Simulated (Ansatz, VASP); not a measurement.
Al3GaSb4: VASP beside Ansatz

```
Al Ga Sb
1.0
    -3.11124    3.11124    6.22252
     3.11124   -3.11124    6.22252
     3.11124    3.11124   -6.22252
Al Ga Sb
3 1 4
Direct
  0.50000 0.50000 0.00000
  0.25000 0.75000 0.50000
  0.75000 0.25000 0.50000
  0.00000 0.00000 0.00000
  0.62521 0.62521 0.50046
  0.12474 0.12474 0.49954
  0.87526 0.37479 0.00000
  0.37479 0.87526 0.00000
```

Alike in both runs: functional PBE; k mesh 6 × 6 × 6; occupations gaussian, width 0.02 eV; no spin polarisation.

Ansatz relaxed the structure, and its values are those at the end. VASP's run is a single point on that final structure, the one shown.

|  | VASP | Ansatz |
| --- | --- | --- |
| version | VASP 6.6.1 | Ansatz 0.2.0 |
| potentials or method | VASP PAW PBE potentials, release 64 (Al, Ga_d, Sb), cutoff 520 eV | scalar-relativistic, plane waves, PAW |
| valence electrons in the cell | 42 | 82 |

Ansatz gave:

- gap on the k mesh at the Fermi level (eV): 0.74
- least direct gap on the mesh (eV): 0.81
- pressure (GPa): 0.0
- rms of the force components (eV/Å): 0.000

**Question.** Which values does VASP return?

**Answer.** gap on the k mesh at the Fermi level (eV): 0.73; least direct gap on the mesh (eV): 0.81; pressure (GPa): 0.2; rms of the force components (eV/Å): 0.004.

VASP's potentials hold 42 valence electrons a cell and Ansatz's 82, so a difference there can come from the potentials and not from the codes.

Spin-orbit coupling is off throughout.
